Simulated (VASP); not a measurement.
# Y (Fd-3m) in VASP: notebook

The runs below take Y through single point, relaxation of cell and atoms, with PBE.

Everything below comes from runs of VASP 6.6.1. Logs are shortened: lines on timing, memory, paths and dates and some standing lists are left out, and cuts for length are marked.

## 1. The cell of the first run

It takes space group Fd-3m (No. 227, cubic). The conventional cell has a = 6.955 Å, b = 6.955 Å, c = 6.955 Å, α = 90.00°, β = 90.00°, γ = 90.00°. Within 4.0 Å of Y (site symmetry -43m) lie 4 Y at 3.01 Å.

This isn't the form of Y at room conditions, which is hcp.

## 2. Single point, PBE, collinear spin (42.05 Å³/atom)

Input file INCAR:

```
SYSTEM = Y
PREC = Accurate
ENCUT = 520
EDIFF = 1E-7
ISMEAR = -1
SIGMA = 0.05
LREAL = .FALSE.
LASPH = .TRUE.
NELM = 150
ALGO = Normal
ISIF = 2
LWAVE = .FALSE.
LCHARG = .TRUE.
ISPIN = 2
MAGMOM = 1 1
LORBIT = 11
LMAXMIX = 4
GGA = PE
LELF = .TRUE.
LVHAR = .TRUE.
NBANDS = 22
```

Input file KPOINTS:

```
regular mesh
0
G
  13 13 13
  0 0 0
```

Input file POSCAR:

```
Y
1.0
    0.0000000000      3.4774421616      3.4774421616
    3.4774421616      0.0000000000      3.4774421616
    3.4774421616      3.4774421616      0.0000000000
Y
2
Direct
    0.1250000000      0.1250000000      0.1250000000
    0.8750000000      0.8750000000      0.8750000000
```

Potentials or basis: VASP PAW PBE potentials, release 64 (Y_sv).

Command:

```bash
cat potpaw_PBE.64/Y_sv/POTCAR > POTCAR
mpirun -np 1 vasp_std > vasp.out
```

OUTCAR:

```text
SYSTEM = Y
   PREC = Accurate
   ENCUT = 520
   EDIFF = 1E-7
   ISMEAR = -1
   LREAL = .FALSE.
   LASPH = .TRUE.
   NELM = 150
   ISIF = 2
   ISPIN = 2
   LORBIT = 11
   GGA = PE

 ion  position               nearest neighbor table
   1  0.125  0.125  0.125-   2 3.01   2 3.01   2 3.01   2 3.01
   2  0.875  0.875  0.875-   1 3.01   1 3.01   1 3.01   1 3.01

  LATTYP: Found a face centered cubic cell.
 ALAT       =     6.9548843232

  Lattice vectors:

 A1 = (   0.0000000000,   3.4774421616,   3.4774421616)
 A2 = (   3.4774421616,   0.0000000000,   3.4774421616)
 A3 = (   3.4774421616,   3.4774421616,   0.0000000000)

Analysis of symmetry for initial positions (statically):
=====================================================================
 Subroutine PRICEL returns:
 Original cell was already a primitive cell.

 Routine SETGRP: Setting up the symmetry group for a
 face centered cubic supercell.

 Subroutine GETGRP returns: Found 48 space group operations
 (whereof 12 operations were pure point group operations)
 out of a pool of 48 trial point group operations.

The static configuration has the point symmetry D_3d.
 The point group associated with its full space group is O_h .

Analysis of symmetry for dynamics (positions and initial velocities):
=====================================================================
 Subroutine PRICEL returns:
 Original cell was already a primitive cell.

 Routine SETGRP: Setting up the symmetry group for a
 face centered cubic supercell.

 Subroutine GETGRP returns: Found 48 space group operations
 (whereof 12 operations were pure point group operations)
 out of a pool of 48 trial point group operations.

The dynamic configuration has the point symmetry D_3d.
 The point group associated with its full space group is O_h .

Analysis of structural, dynamic, and magnetic symmetry:
=====================================================================
 Subroutine PRICEL returns:
 Original cell was already a primitive cell.

 Routine SETGRP: Setting up the symmetry group for a
 face centered cubic supercell.

 Subroutine GETGRP returns: Found 48 space group operations
 (whereof 12 operations were pure point group operations)
 out of a pool of 48 trial point group operations.

The overall configuration has the point symmetry D_3d.
 The point group associated with its full space group is O_h .

 Subroutine INISYM returns: Found 48 space group operations
 (whereof 12 operations are pure point group operations),
 and found     1 'primitive' translations

----------------------------------------------------------------------------------------
[... 118 lines left out ...]
   GGA     = PE    functional components
   LHFCALC =     F    Hartree Fock is set to
   AEXX    =    0.0000 exact exchange contribution
   IVDW    =     0    specifies the selected vdW correction
   LEPSILON=     F    determine dielectric tensor
   LRPA    =     F    only Hartree local field effects (RPA)
 spin polarized calculation
  energy-cutoff  :      520.00
  volume of cell :       84.10
 maximum number of plane-waves:      2281
 NGX is ok and might be reduce to    40
   NGX = 19   NGY = 19   NGZ = 19

 number of electron      22.0000000 magnetization       0.0019542

 Free energy of the ion-electron system (eV)
  ---------------------------------------------------
  ext. energy  EPLUGINS =         0.00000000
  ---------------------------------------------------
  free energy    TOTEN  =        -8.91762275 eV

  energy without entropy =       -8.88283376  energy(sigma->0) =       -8.90022826

 E-fermi :   1.4992     XC(G=0):  -8.3116

 val. band max:        1.4973009154   @ k =  -0.2308   0.3077   0.0769
 cond. band min:       1.5063951622   @ k =   0.3846   0.0769   0.0000
 fundamental gap:      0.0090942467
 Fermi energy:         1.4992212642

 spin component 1

 k-point     1 :       0.0000    0.0000    0.0000
  band No.  band energies     occupation
      1     -41.7767      1.00000
      2     -41.4619      1.00000
      3     -21.9889      1.00000
      4     -21.9889      1.00000
      5     -21.9889      1.00000
      6     -21.3337      1.00000
[... 589 lines left out ...]
     21       8.3337      0.00000
     22       8.3962      0.00000

 [... further k-points ...]

 spin component 2

 k-point     1 :       0.0000    0.0000    0.0000
  band No.  band energies     occupation
      1     -41.7765      1.00000
      2     -41.4617      1.00000
      3     -21.9885      1.00000
      4     -21.9885      1.00000
      5     -21.9885      1.00000
      6     -21.3333      1.00000
[... 589 lines left out ...]
     21       8.3342      0.00000
     22       8.3968      0.00000

 [... further k-points ...]

------------------------ aborting loop because EDIFF is reached ----------------------------------------

  FORCE on cell =-STRESS in cart. coord.  units (eV):
  Direction    XX          YY          ZZ          XY          YZ          ZX
  --------------------------------------------------------------------------------------
  -------------------------------------------------------------------------------------
  Total        0.2443222      0.2443222      0.2443222     -0.0000000     -0.0000000     -0.0000000
  in kB        4.6544000      4.6544000      4.6544000     -0.0000000     -0.0000000     -0.0000000
  external PRESSURE =       4.6544000 kB  Pullay stress =       0.0000000 kB

 VOLUME and BASIS-vectors are now :
 -----------------------------------------------------------------------------
  energy-cutoff  :      520.00
  volume of cell :       84.10
      direct lattice vectors                 reciprocal lattice vectors
     0.000000000  3.477442162  3.477442162    -0.143783844  0.143783844  0.143783844
     3.477442162  0.000000000  3.477442162     0.143783844 -0.143783844  0.143783844
     3.477442162  3.477442162  0.000000000     0.143783844  0.143783844 -0.143783844

 POSITION                                       TOTAL-FORCE (eV/Angst)
 -----------------------------------------------------------------------------------
      0.86936      0.86936      0.86936         0.000000     -0.000000      0.000000
      6.08552      6.08552      6.08552        -0.000000      0.000000     -0.000000
 -----------------------------------------------------------------------------------
    total drift:                                0.000000      0.000000     -0.000000

  FREE ENERGIE OF THE ION-ELECTRON SYSTEM (eV)
  ---------------------------------------------------
  free  energy   TOTEN  =        -8.9176227499 eV

  energy  without entropy=       -8.8828337643  energy(sigma->0) =       -8.90022826

 total charge

# of ion       s       p       d       f       tot
--------------------------------------------------
    1        2.318   6.046   1.134   0.011   9.510
    2        2.318   6.046   1.134   0.011   9.510
--------------------------------------------------
tot          4.637  12.091   2.269   0.023  19.019

 magnetization (x)

# of ion       s       p       d       f       tot
--------------------------------------------------
    1        0.000   0.000   0.000   0.000   0.001
    2        0.000   0.000   0.000   0.000   0.001
--------------------------------------------------
tot          0.000   0.000   0.001   0.000   0.001
```

stdout:

```text
POSCAR found type information on POSCAR Y
 POSCAR found :  1 types and       2 ions
 scaLAPACK will be used
 LDA part: xc-table for (Slater+PW92), standard interpolation
 POSCAR, INCAR and KPOINTS ok, starting setup
 FFT: planning ... GRIDC
 FFT: planning ... GRID_SOFT
 FFT: planning ... GRID
 WAVECAR not read
 entering main loop
```

Run time: 11 min. Hardware: 1 thread of Intel Xeon 8259CL, shared host; peak memory 0.42 GiB.

Results:

| Property | Result |
| --- | --- |
| Free energy | -8.9176 eV |
| Pressure | 0.5 GPa |
| Band gap on the k mesh | zero (filled and empty bands overlap) |
| Net moment | 0.00 μB per cell |
| Valence electrons inside the program's atomic spheres | Y 9.51 |

## 3. Relaxation of cell and atoms, PBE, collinear spin

This run uses another cell than the first one, of 44.57 Å³/atom.

Input file INCAR:

```
ALGO = Normal
EDIFF = 1E-6
EDIFFG = -0.01
ENCUT = 600
GGA = PE
IBRION = 2
ISIF = 3
ISMEAR = -1
ISPIN = 2
LASPH = T
LCHARG = F
LMAXMIX = 4
LORBIT = 11
LREAL = F
LWAVE = F
MAGMOM = 1 1
NELM = 150
NSW = 80
PREC = Accurate
SIGMA = 0.05
```

Input file KPOINTS:

```
k-points
0
Gamma
  8 8 8
```

Input file POSCAR:

```
Y
1.0
    0.0000000000      3.5454148505      3.5454148505
    3.5454148505      0.0000000000      3.5454148505
    3.5454148505      3.5454148505      0.0000000000
Y
2
Direct
    0.1250000000      0.1250000000      0.1250000000
    0.8750000000      0.8750000000      0.8750000000
```

Potentials or basis: VASP PAW PBE potentials, release 64 (Y_sv).

Command:

```bash
cat potpaw_PBE.64/Y_sv/POTCAR > POTCAR
mpirun -np 1 vasp_std > vasp.out
```

Run time: 5.1 min. Hardware: 1 thread of Intel Xeon 8259CL, shared host; peak memory 0.31 GiB.

The run converged. Its results:

| Property | Result |
| --- | --- |
| Free energy | -8.9297 eV |
| Relaxed volume | 43.72 Å³/atom |
| Relaxed cell | a = 4.982 Å, b = 4.982 Å, c = 4.982 Å, α = 60.00°, β = 60.00°, γ = 60.00° |
| Space group after relaxing (to 0.1 Å) | Fd-3m (No. 227) |
| Energy gained by relaxing | 0.6 meV/atom |
| Ionic steps | 3 |
| Pressure after relaxing | 0.0 GPa |
| Band gap on the k mesh | zero (filled and empty bands overlap) |
| Net moment | 0.00 μB per cell |
| Valence electrons inside the program's atomic spheres | Y 9.47 |

Step by step:
| step | energy change (eV) | largest force (eV/Å) | pressure (GPa) | volume (Å³) |
| --- | --- | --- | --- | --- |
| 1 | 0.0000 | 0.0000 | -0.26 | 89.13 |
| 2 | -0.0009 | 0.0000 | -0.12 | 88.21 |
| 3 | -0.0011 | 0.0000 | 0.01 | 87.45 |

Final structure:
```cif
data_structure
_symmetry_space_group_name_H-M 'P 1'
_symmetry_Int_Tables_number 1
_cell_length_a 4.9822
_cell_length_b 4.9822
_cell_length_c 4.9822
_cell_angle_alpha 60.000
_cell_angle_beta 60.000
_cell_angle_gamma 60.000
_cell_volume 87.45
loop_
_atom_site_label
_atom_site_type_symbol
_atom_site_fract_x
_atom_site_fract_y
_atom_site_fract_z
_atom_site_occupancy
Y1 Y 0.12500 0.12500 0.12500 1
Y2 Y 0.87500 0.87500 0.87500 1
```

Levels at points of the mesh, in eV from the Fermi level:
Spin up:
```tsv
k point	band 8	band 9	band 10	band 11	band 12	band 13	band 14	band 15
(0.00, 0.00, 0.00)	-22.92	-3.65	-0.04	-0.04	0.44	0.44	0.44	1.98
(0.50, 0.00, 0.00)	-22.85	-1.74	-0.64	-0.04	-0.04	0.49	0.49	0.54
(0.50, 0.50, 0.00)	-22.78	-0.96	-0.96	-0.17	-0.17	0.59	0.59	1.99
```
Spin down:
```csv
k point,band 9,band 10,band 11,band 12,band 13,band 14
"(0.00, 0.00, 0.00)",-3.65,-0.04,-0.04,0.44,0.44,0.44
"(0.50, 0.00, 0.00)",-1.74,-0.64,-0.04,-0.04,0.49,0.49
"(0.50, 0.50, 0.00)",-0.96,-0.96,-0.17,-0.17,0.59,0.59
```

The gap in the log of VASP goes by the Fermi energy; the results here count the filled bands.